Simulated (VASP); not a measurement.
# Sb in VASP: further runs, part 2 of 2

VASP 6.6.1. Earlier steps stand in the parts before.

### Step 5. Single point, LDA

This run uses another cell than the first one, of 28.71 Å³/atom, 0.960 times its volume.

The input, INCAR:

```
SYSTEM = Sb
PREC     = Accurate       ! precision mode
ENCUT    = 520            ! plane-wave cutoff, eV
EDIFF    = 1E-6           ! SCF threshold, eV
ISMEAR   = -1             ! smearing method
SIGMA    = 0.05           ! smearing width, eV
LREAL    = .False.        ! projectors in reciprocal space
LASPH    = .True.         ! aspherical terms in the spheres
NELM     = 60             ! most SCF steps
ALGO     = Normal         ! electronic algorithm
ISIF     = 2              ! what is computed and relaxed
LWAVE    = .False.        ! write WAVECAR
LCHARG   = .False.        ! write CHGCAR
NBANDS   = 12             ! bands
```

The input, KPOINTS:

```
regular mesh
0
Gamma
  9 6 6
  0 0 0
```

The input, POSCAR:

```
Sb
1.0
    3.0802022053      0.0000000000      0.0000000000
    0.0000000000      4.2887605540      0.0000000000
   -0.0383890571      0.0000000000      4.3463061600
Sb
2
Direct
    0.0113890000      0.2500000000      0.2411660000
    0.9886110000      0.7500000000      0.7588340000
```

Potentials or basis: VASP PAW LDA potentials, release 64 (Sb).

On the command line:

```sh
cat potpaw_LDA.64/Sb/POTCAR > POTCAR
mpirun -np 1 vasp_std > vasp.out
```

OUTCAR:

```text
SYSTEM = Sb
   PREC = Accurate
   ENCUT = 520
   EDIFF = 1E-6
   ISMEAR = -1
   LREAL = .False.
   LASPH = .True.
   NELM = 60
   ISIF = 2

 ion  position               nearest neighbor table
   1  0.011  0.250  0.241-   2 3.00   2 3.00   2 3.11   2 3.11
   2  0.989  0.750  0.759-   1 3.00   1 3.00   1 3.11   1 3.11

  LATTYP: Found a simple monoclinic cell.
 ALAT       =     3.0802022053
 B/A-ratio  =     1.3923633152
 C/A-ratio  =     1.4111007668
 COS(beta)  =    -0.0088322263

  Lattice vectors:

 A1 = (   3.0802022053,   0.0000000000,   0.0000000000)
 A2 = (   0.0000000000,   4.2887605540,   0.0000000000)
 A3 = (  -0.0383890571,   0.0000000000,   4.3463061600)

Analysis of symmetry for initial positions (statically):
=====================================================================
 Subroutine PRICEL returns:
 Original cell was already a primitive cell.

 Routine SETGRP: Setting up the symmetry group for a
 simple monoclinic supercell.

 Subroutine GETGRP returns: Found  4 space group operations
 (whereof  2 operations were pure point group operations)
 out of a pool of  4 trial point group operations.

The static configuration has the point symmetry S_2 .
 The point group associated with its full space group is C_2h.

Analysis of symmetry for dynamics (positions and initial velocities):
=====================================================================
 Subroutine PRICEL returns:
 Original cell was already a primitive cell.

 Routine SETGRP: Setting up the symmetry group for a
 simple monoclinic supercell.

 Subroutine GETGRP returns: Found  4 space group operations
 (whereof  2 operations were pure point group operations)
 out of a pool of  4 trial point group operations.

The dynamic configuration has the point symmetry S_2 .
 The point group associated with its full space group is C_2h.

 Subroutine INISYM returns: Found  4 space group operations
 (whereof  2 operations are pure point group operations),
 and found     1 'primitive' translations

----------------------------------------------------------------------------------------

                                     Primitive cell

  volume of cell :      57.4158

  direct lattice vectors                    reciprocal lattice vectors
     3.080202205  0.000000000  0.000000000     0.324654011  0.000000000  0.002867530
     0.000000000  4.288760554  0.000000000     0.000000000  0.233167599  0.000000000
    -0.038389057  0.000000000  4.346306160     0.000000000  0.000000000  0.230080432

  length of vectors
     3.080202205  4.288760554  4.346475694     0.324666674  0.233167599  0.230080432

  position of ions in fractional coordinates (direct lattice)
     0.011389000  0.250000000  0.241166000
     0.988611000  0.750000000  0.758834000

  ion indices of the primitive-cell ions
   primitive index   ion index
                 1           1
                 2           2

----------------------------------------------------------------------------------------

 KPOINTS: regular mesh

Automatic generation of k-mesh.
 Grid dimensions read from file:
 generate k-points for:    9    6    6

 Generating k-lattice:

  Cartesian coordinates                     Fractional coordinates (reciprocal lattice)
[... 42 lines left out ...]
   k-points           NKPTS =    112   k-points in BZ     NKDIM =    112   number of bands    NBANDS=     12
   number of dos      NEDOS =    301   number of ions     NIONS =      2
   total plane-waves  NPLWV =  24576
   dimension x,y,z NGX =    24 NGY =   32 NGZ =   32
   dimension x,y,z NGXF=    48 NGYF=   64 NGZF=   64
   ions per type =               2
   NGX,Y,Z   is equivalent  to a cutoff of  12.95, 12.40, 12.24 a.u.
   NGXF,Y,Z  is equivalent  to a cutoff of  25.91, 24.81, 24.48 a.u.
 SYSTEM =  Sb
   PREC   = accura    normal or accurate (medium, high low for compatibility)
   ISTART =      0    job   : 0-new  1-cont  2-samecut
   ICHARG =      2    charge: 1-file 2-atom 10-const
   ISPIN  =      1    spin polarized calculation?
   LNONCOLLINEAR =      F non collinear calculations
   LSORBIT =      F    spin-orbit coupling
   LASPH  =      T    aspherical Exc in radial PAW
   ENCUT  =  520.0 eV  38.22 Ry    6.18 a.u.   5.73  7.97  8.08*2*pi/ulx,y,z
   NELM   =     60;   NELMIN=  2; NELMDL= -5     # of ELM steps
   EDIFF  = 0.1E-05   stopping-criterion for ELM
   LREAL  =      F    real-space projection
   EDIFFG = 0.1E-04   stopping-criterion for IOM
   NSW    =      0    number of steps for IOM
   IBRION =     -1    ionic relax: 0-MD 1-quasi-New 2-CG
   NFREE  =      0    steps in history (QN), initial steepest desc. (CG)
   ISIF   =      2    stress and relaxation
   ISYM   =      2    0-nonsym 1-usesym 2-fastsym
   POTIM  = 0.5000    time-step for ionic-motion
   TEBEG  =    0.0;   TEEND  =   0.0 temperature during run
   PSTRESS=    0.0 pullay stress
   NELECT =      10.0000    total number of electrons
   NUPDOWN=      -1.0000    fix difference up-down
   EMIN   =  10.00;   EMAX   =-10.00  energy-range for DOS
   EFERMI =   0.00;   METHOD = LEGACY
   ISMEAR =    -1;   SIGMA  =   0.05  broadening in eV -4-tet -1-fermi 0-gaus
   EFERMI_NEDOS =   21; number of points for ismear=-14 and -15
   IALGO  =     38    algorithm
   IMIX   =      4    mixing-type and parameters
     AMIX     =   0.40;   BMIX     =  1.00
     AMIX_MAG =   1.60;   BMIX_MAG =  1.00
  volume/ion in A,a.u.               =      28.71       193.73
  Fermi-wavevector in a.u.,A,eV,Ry     =   0.914249  1.727680 11.372441  0.835851
  Thomas-Fermi vector in A             =   2.038854
   LORBIT       =      0    0 simple, 1 ext, 2 COOP (PROOUT), +10 PAW based schemes
   GGA     = CA    functional components
   LHFCALC =     F    Hartree Fock is set to
   AEXX    =    0.0000 exact exchange contribution
   IVDW    =     0    specifies the selected vdW correction
   LEPSILON=     F    determine dielectric tensor
   LRPA    =     F    only Hartree local field effects (RPA)
 non-spin polarized calculation
  energy-cutoff  :      520.00
  volume of cell :       57.42
 maximum number of plane-waves:      1580
   NGX = 11   NGY = 15   NGZ = 17

 number of electron      10.0000001 magnetization

 Free energy of the ion-electron system (eV)
  ---------------------------------------------------
  ext. energy  EPLUGINS =         0.00000000
  ---------------------------------------------------
  free energy    TOTEN  =        -9.56430853 eV

  energy without entropy =       -9.55189220  energy(sigma->0) =       -9.55810037

 E-fermi :   7.6313     XC(G=0):  -9.9623

 val. band max:        7.6188831879   @ k =   0.4444   0.3333   0.1667
 cond. band min:       7.6426646744   @ k =  -0.1111   0.3333   0.1667
 fundamental gap:      0.0237814865
 Fermi energy:         7.6313163740

 k-point     1 :       0.0000    0.0000    0.0000
  band No.  band energies     occupation
      1      -5.2236      2.00000
      2       0.1322      2.00000
      3       3.7493      2.00000
      4       3.8869      2.00000
      5       9.5016      0.00000
      6      10.6435      0.00000
      7      10.8790      0.00000
      8      11.0038      0.00000
      9      14.2507      0.00000
     10      14.4892      0.00000
     11      15.0327      0.00000
     12      15.9620      0.00000
[... 331 lines left out ...]
 k-point    24 :       0.3333    0.0000    0.1667
  band No.  band energies     occupation
      1      -3.4859      2.00000
      2       0.9371      2.00000
      3       3.7449      2.00000
      4       5.4588      2.00000
      5       5.6861      2.00000
      6       7.7614      0.13809
      7      10.9952      0.00000
      8      11.1798      0.00000
      9      11.9685      0.00000
     10      13.6289      0.00000
     11      13.9328      0.00000
     12      17.1072      0.00000

 [... further k-points ...]

------------------------ aborting loop because EDIFF is reached ----------------------------------------

  FORCE on cell =-STRESS in cart. coord.  units (eV):
  Direction    XX          YY          ZZ          XY          YZ          ZX
  --------------------------------------------------------------------------------------
  -------------------------------------------------------------------------------------
  Total       -0.2922425     -0.4319569     -0.3140654      0.0000000      0.0000000      0.0372949
  in kB       -8.1549757    -12.0536788     -8.7639397      0.0000000      0.0000000      1.0407084
  external PRESSURE =      -9.6575314 kB  Pullay stress =       0.0000000 kB

 VOLUME and BASIS-vectors are now :
 -----------------------------------------------------------------------------
  energy-cutoff  :      520.00
  volume of cell :       57.42
      direct lattice vectors                 reciprocal lattice vectors
     3.080202205  0.000000000  0.000000000     0.324654011  0.000000000  0.002867530
     0.000000000  4.288760554  0.000000000     0.000000000  0.233167599  0.000000000
    -0.038389057  0.000000000  4.346306160     0.000000000  0.000000000  0.230080432

 POSITION                                       TOTAL-FORCE (eV/Angst)
 -----------------------------------------------------------------------------------
      0.02582      1.07219      1.04818        -0.032656     -0.000000      0.088728
      3.01599      3.21657      3.29812         0.032656      0.000000     -0.088728
 -----------------------------------------------------------------------------------
    total drift:                               -0.000000      0.000000      0.000000

  FREE ENERGIE OF THE ION-ELECTRON SYSTEM (eV)
  ---------------------------------------------------
  free  energy   TOTEN  =        -9.5643085330 eV

  energy  without entropy=       -9.5518921970  energy(sigma->0) =       -9.55810037
```

Wall time 47 s (1 thread of Intel Xeon 8259CL, shared host); peak memory 0.19 GiB.

Results:

```yaml
Free_energy: -9.5643 eV
Pressure: -1.0 GPa
Largest_force: 0.095 eV/Å
Band_gap_on_the_k_mesh: zero (band 5 reaches 12.77 eV, above the bottom of band 6 at 4.13 eV)
```

Forces on the atoms (eV/Å):
```
Sb  -0.033  0.000  0.089
Sb   0.033  0.000 -0.089
```

Stress tensor (GPa, compression positive):
```
-0.82  0.00  0.10
 0.00 -1.21  0.00
 0.10  0.00 -0.88
```

Caveat: spin-orbit coupling is left out, which moves the levels of the heavy elements.

### Step 6. Single point, LDA

This run uses another cell than the first one, of 29.31 Å³/atom, 0.980 times its volume.

The input, INCAR:

```
ALGO     = Normal         # electronic algorithm
EDIFF    = 1E-6           # SCF threshold, eV
ENCUT    = 520            # plane-wave cutoff, eV
ISIF     = 2              # what is computed and relaxed
ISMEAR   = -1             # smearing method
LASPH    = T              # aspherical terms in the spheres
LCHARG   = F              # write CHGCAR
LREAL    = F              # projectors in reciprocal space
LWAVE    = F              # write WAVECAR
NBANDS   = 12             # bands
NELM     = 100            # most SCF steps
PREC     = Accurate       # precision mode
SIGMA    = 0.05           # smearing width, eV
```

The input, KPOINTS:

```
k-points
0
Gamma
  9 6 6
```

The input, POSCAR:

```
Sb
1.0
    3.1014456505      0.0000000000      0.0000000000
    0.0000000000      4.3183391477      0.0000000000
   -0.0386538176      0.0000000000      4.3762816325
Sb
2
Direct
    0.0113890000      0.2500000000      0.2411660000
    0.9886110000      0.7500000000      0.7588340000
```

Potentials or basis: VASP PAW LDA potentials, release 64 (Sb).

On the command line:

```sh
cat potpaw_LDA.64/Sb/POTCAR > POTCAR
mpirun -np 1 vasp_std > vasp.out
```

It took 60 s on 1 thread of Intel Xeon 8259CL, shared host; peak memory 0.19 GiB.

The run converged. Its results:

```
Free energy            : -9.5526 eV
Pressure               : -2.1 GPa
Largest force          : 0.065 eV/Å
Band gap on the k mesh : zero (band 5 reaches 12.38 eV, above the bottom of band 6 at 3.94 eV)
```

Forces on the atoms (eV/Å):
```
Sb  -0.035  0.000  0.055
Sb   0.035  0.000 -0.055
```

Stress tensor (GPa, compression positive):
```
-1.88  0.00  0.09
 0.00 -2.42  0.00
 0.09  0.00 -2.13
```

Levels at points of the mesh, in eV from the Fermi level:
```tsv
k point	band 1	band 2	band 3	band 4	band 5	band 6	band 7	band 8	band 9	band 10
(0.00, 0.00, 0.00)	-12.68	-7.49	-3.77	-3.64	1.95	2.98	3.21	3.34	6.59	6.85
(0.00, 0.50, 0.00)	-10.85	-10.85	-1.59	-1.59	-1.00	-1.00	4.69	4.69	8.02	8.02
(0.00, 0.00, 0.50)	-11.09	-10.66	-1.68	-1.16	-1.03	-0.87	4.47	4.86	7.69	7.86
(0.00, 0.50, 0.50)	-10.17	-10.17	-5.81	-5.81	5.04	5.04	5.30	5.30	8.76	8.76
```

Caveat: spin-orbit coupling is left out, which moves the levels of the heavy elements.

### Step 7. Overview

| level | potentials or basis | spin | cell | k mesh | smearing | grid for exact exchange (PRECFOCK) | screening parameter | gap on the mesh (eV) | pressure (GPa) | largest force (eV/Å) |
| --- | --- | --- | --- | --- | --- | --- | --- | --- | --- | --- |
| PBEsol | VASP PAW PBE potentials, release 64 (Sb) | off | a = 3.122, b = 4.348, c = 4.406 Å, angles 90.0, 90.5, 90.0°, 2 atoms | 14 × 10 × 10 | gaussian 0.05 eV | - | - | none | -1.9 | 0.18 |
| HSE06 | VASP PAW PBE potentials, release 64 (Sb) | non-collinear, zero start, SOC | a = 3.122, b = 4.348, c = 4.406 Å, angles 90.0, 90.5, 90.0°, 2 atoms | 4 × 3 × 3 | fermi-dirac 0.05 eV | Normal | 0.2079 1/Å | - | -2.8 | 0.21 |
| PBEsol | VASP PAW PBE potentials, release 64 (Sb) | off | a = 3.059, b = 4.259, c = 4.316 Å, angles 90.0, 90.5, 90.0°, 2 atoms | 9 × 6 × 6 | fermi-dirac 0.05 eV | - | - | none | 1.6 | 0.15 |
| LDA | VASP PAW LDA potentials, release 64 (Sb) | off | a = 3.080, b = 4.289, c = 4.346 Å, angles 90.0, 90.5, 90.0°, 2 atoms | 9 × 6 × 6 | fermi-dirac 0.05 eV | - | - | none | -1.0 | 0.09 |
| LDA | VASP PAW LDA potentials, release 64 (Sb) | off | a = 3.101, b = 4.318, c = 4.376 Å, angles 90.0, 90.5, 90.0°, 2 atoms | 9 × 6 × 6 | fermi-dirac 0.05 eV | - | - | none | -2.1 | 0.06 |

Some of these runs hold the atoms at other places in the same cell, which the table doesn't show; runs alike in all that it shows share one row.

Alike in all rows: task single point; cutoff (eV) 520.

Caveats: some runs use coarse meshes; spin-orbit coupling is left out, which moves the levels of the heavy elements (some runs); the PAW data sets were made with another functional, which shifts forces and pressure a little (some runs).

Absolute energies hang on the potentials; compare differences alone.
